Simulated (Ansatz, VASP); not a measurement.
**GaP in VASP and in Ansatz**

```xyz
2
Lattice="0.0000 2.7254 2.7254 2.7254 0.0000 2.7254 2.7254 2.7254 0.0000" Properties=species:S:1:pos:R:3 pbc="T T T"
Ga    0.0000    0.0000    0.0000
P     1.3627    1.3627    1.3627
```

Alike in both runs: task single point; functional r2SCAN; k mesh 6 × 6 × 6; occupations gaussian, width 0.5 eV; no spin polarisation.

|  | VASP | Ansatz |
| --- | --- | --- |
| version | VASP 6.6.1 | Ansatz 0.2.0 |
| potentials or method | VASP PAW PBE potentials, release 64 (Ga_d, P) | plane waves |
| plane-wave cutoff (eV) | 520 | 500 |
| valence electrons in the cell | 18 | 18 |

VASP gave:

```
pressure (GPa) : 0.0
```

Question: What did Ansatz give for the same quantities?

Answer: Pressure (GPa): 0.1.

VASP's potentials were made for PBE, not for r2SCAN.
